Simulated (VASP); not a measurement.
# Ni (Fm-3m) in VASP: notebook, part 2 of 2

VASP 6.6.1. The steps go on from the part before.

### 5 Single point, r2SCAN, collinear spin, ferromagnetic start

The input, POSCAR:

```
Ni
1.0
    0.0000000000      3.5317333300      3.5317333300
    1.7658666700      0.0000000000      1.7658666700
    1.7658666700      1.7658666700      0.0000000000
Ni
2
Direct
    0.0000000000      0.0000000000      0.0000000000
    0.5000000000      0.0000000000      0.0000000000
```

The input, INCAR.step1:

```
SYSTEM = Ni
PREC = Accurate ; ENCUT = 520
ISMEAR = -1 ; SIGMA = 0.05
LREAL = .False. ; LASPH = .True.
NELM = 150 ; ISPIN = 2
MAGMOM = 0.92 0.92 ; LMAXMIX = 4
NBANDS = 21 ; GGA = PE
ALGO = Normal ; EDIFF = 1E-4
LWAVE = .True. ; LCHARG = .False.
```

The input, INCAR.step2:

```
SYSTEM = Ni
PREC = Accurate ; ENCUT = 520
EDIFF = 1E-6 ; ISMEAR = -1
SIGMA = 0.05 ; LREAL = .False.
LASPH = .True. ; NELM = 150
ALGO = Normal ; ISIF = 2
LWAVE = .False. ; LCHARG = .True.
ISPIN = 2 ; MAGMOM = 0.92 0.92
LORBIT = 11 ; LMAXMIX = 4
METAGGA = R2SCAN ; LMIXTAU = .True.
LELF = .True. ; LVHAR = .True.
NBANDS = 21 ; ISTART = 1
```

The input, KPOINTS:

```
regular mesh
0
Gamma
  7 14 14
  0 0 0
```

Potentials or basis: VASP PAW PBE potentials, release 64 (Ni).

Command:

```bash
> cat potpaw_PBE.64/Ni/POTCAR > POTCAR
> cp INCAR.step1 INCAR
> mpirun -np 1 vasp_std > vasp.out
> cp INCAR.step2 INCAR
> mpirun -np 1 vasp_std > vasp.out
```

OUTCAR:

```text
SYSTEM = Ni
   PREC = Accurate
   ENCUT = 520
   EDIFF = 1E-6
   ISMEAR = -1
   LREAL = .False.
   LASPH = .True.
   NELM = 150
   ISIF = 2
   ISPIN = 2
   LORBIT = 11
   METAGGA = R2SCAN
   ISTART = 1

 ion  position               nearest neighbor table
   1  0.000  0.000  0.000-   2 2.50   2 2.50   2 2.50   2 2.50   2 2.50   2 2.50
   2  0.500  0.000  0.000-   1 2.50   1 2.50   1 2.50   1 2.50   1 2.50   1 2.50

  LATTYP: Found a trigonal (rhomboedric) cell.
 ALAT       =     4.3254722830
 COS(alpha) =     0.8333333325

  Lattice vectors:

 A1 = (   1.7658666700,  -1.7658666600,  -3.5317333300)
 A2 = (   3.5317333400,  -1.7658666600,  -1.7658666600)
 A3 = (   1.7658666700,  -3.5317333300,  -1.7658666600)

Analysis of symmetry for initial positions (statically):
=====================================================================
 Subroutine PRICEL returns following result:

  LATTYP: Found a face centered cubic cell.
 ALAT       =     3.5317333400
[... 12 lines left out ...]
 Subroutine GETGRP returns: Found 12 space group operations
 (whereof 12 operations were pure point group operations)
 out of a pool of 12 trial point group operations.

The static configuration has the point symmetry D_3d.

Analysis of symmetry for dynamics (positions and initial velocities):
=====================================================================
 Subroutine PRICEL returns following result:

  LATTYP: Found a face centered cubic cell.
 ALAT       =     3.5317333400
[... 12 lines left out ...]
 Subroutine GETGRP returns: Found 12 space group operations
 (whereof 12 operations were pure point group operations)
 out of a pool of 12 trial point group operations.

The dynamic configuration has the point symmetry D_3d.

Analysis of structural, dynamic, and magnetic symmetry:
=====================================================================
 Subroutine PRICEL returns following result:

  LATTYP: Found a face centered cubic cell.
 ALAT       =     3.5317333400
[... 12 lines left out ...]
 Subroutine GETGRP returns: Found 12 space group operations
 (whereof 12 operations were pure point group operations)
 out of a pool of 12 trial point group operations.

[... 156 lines left out ...]

 Free energy of the ion-electron system (eV)
  ---------------------------------------------------
  ext. energy  EPLUGINS =         0.00000000
  ---------------------------------------------------
  free energy    TOTEN  =       -23.87127388 eV

  energy without entropy =      -23.84923738  energy(sigma->0) =      -23.86025563

 E-fermi :   9.1664     XC(G=0): -14.3041

 val. band max:        9.1220710889   @ k =  -0.2857   0.1429   0.0000
 cond. band min:       9.1858179036   @ k =   0.2857   0.3571   0.0714
 fundamental gap:      0.0637468147
 Fermi energy:         9.1664450797

 spin component 1

 k-point     1 :       0.0000    0.0000    0.0000
  band No.  band energies     occupation
      1      -0.1644      1.00000
      2       3.9222      1.00000
      3       6.2127      1.00000
      4       6.2127      1.00000
      5       6.2127      1.00000
      6       6.3002      1.00000
[... 565 lines left out ...]
     20      37.0684      0.00000
     21      38.0494      0.00000

 [... further k-points ...]

 spin component 2

 k-point     1 :       0.0000    0.0000    0.0000
  band No.  band energies     occupation
      1      -0.4296      1.00000
      2       4.6252      1.00000
      3       7.2469      1.00000
      4       7.2470      1.00000
      5       7.5966      1.00000
      6       7.5967      1.00000
[... 565 lines left out ...]
     20      37.2905      0.00000
     21      38.3725      0.00000

 [... further k-points ...]
[... 5 lines left out ...]
  --------------------------------------------------------------------------------------
  -------------------------------------------------------------------------------------
  Total       -1.1662408     -1.1662408     -1.1662408      0.0000687     -0.0000687      0.0000687
  in kB      -84.8330528    -84.8330525    -84.8330525      0.0049959     -0.0049958      0.0049959
  external PRESSURE =     -84.8330526 kB  Pullay stress =       0.0000000 kB

 VOLUME and BASIS-vectors are now :
 -----------------------------------------------------------------------------
  energy-cutoff  :      520.00
  volume of cell :       22.03
      direct lattice vectors                 reciprocal lattice vectors
     0.000000000  3.531733330  3.531733330    -0.141573543  0.141573543  0.141573543
     1.765866670  0.000000000  1.765866670     0.283147085 -0.283147085  0.283147085
     1.765866670  1.765866670  0.000000000     0.283147085  0.283147085 -0.283147085

 POSITION                                       TOTAL-FORCE (eV/Angst)
 -----------------------------------------------------------------------------------
      0.00000      0.00000      0.00000         0.000000     -0.000000     -0.000000
      0.00000      1.76587      1.76587        -0.000000      0.000000      0.000000
 -----------------------------------------------------------------------------------
    total drift:                               -0.000000     -0.000000     -0.000000

  FREE ENERGIE OF THE ION-ELECTRON SYSTEM (eV)
  ---------------------------------------------------
  free  energy   TOTEN  =       -23.8712738767 eV

  energy  without entropy=      -23.8492373779  energy(sigma->0) =      -23.86025563

 total charge

# of ion       s       p       d       tot
------------------------------------------
    1        0.510   0.508   8.305   9.323
    2        0.510   0.508   8.305   9.323
--------------------------------------------------
tot          1.020   1.016  16.610  18.646

 magnetization (x)

# of ion       s       p       d       tot
------------------------------------------
    1       -0.009  -0.044   0.830   0.777
    2       -0.009  -0.044   0.830   0.777
--------------------------------------------------
tot         -0.019  -0.087   1.661   1.554
```

Wall time 5.2 min (1 thread of AMD EPYC 9R45 (Zen 5), shared host); peak memory 0.2 GiB.

Results:

| Property | Result |
| --- | --- |
| Free energy | -23.8713 eV |
| Pressure | -8.5 GPa |
| Net moment | 1.50 μB per cell |
| Site moments | Ni +0.78 μB |
| Valence electrons inside the program's atomic spheres | Ni 9.32 |

Levels at points of the mesh, in eV from the Fermi level:
Spin up:
```
           k point  band 8  band 9  band 10  band 11  band 12  band 13  band 14  band 15
(0.00, 0.00, 0.00)   -1.67   -1.67    -1.10    -1.10    -0.39     5.52    22.87    24.42
(0.00, 0.50, 0.00)   -1.04   -1.04    -0.98    -0.39     2.46     5.52     9.22    15.27
```
Spin down:
```tsv
k point	band 7	band 8	band 9	band 10	band 11	band 12
(0.00, 0.00, 0.00)	-1.57	-0.90	-0.90	-0.62	0.18	0.18
(0.00, 0.50, 0.00)	-0.17	0.18	0.18	0.55	0.55	2.20
```

Caveat: the cell stands under tension; the PAW data sets were made with another functional, which shifts forces and pressure a little.

### 6 The runs side by side

```tsv
spin	gap on the mesh (eV)	pressure (GPa)	moment (μB)
off	none	-10.9	-
collinear, ferromagnetic start	none	-8.5	1.50
collinear, antiferromagnetic start	none	-8.8	0.00
```

Alike in all rows: task single point; level r2SCAN; potentials or basis VASP PAW PBE potentials, release 64 (Ni); cell as given; k mesh 7 × 14 × 14; cutoff (eV) 520; smearing fermi-dirac 0.05 eV.

Caveats: the cell stands under tension; the PAW data sets were made with another functional, which shifts forces and pressure a little; the antiferromagnetic order is the one typed at the start, and another may lie lower (at least some runs).

Absolute energies hang on the potentials; compare differences alone.

The gap in the log of VASP goes by the Fermi energy; the results here count the filled bands.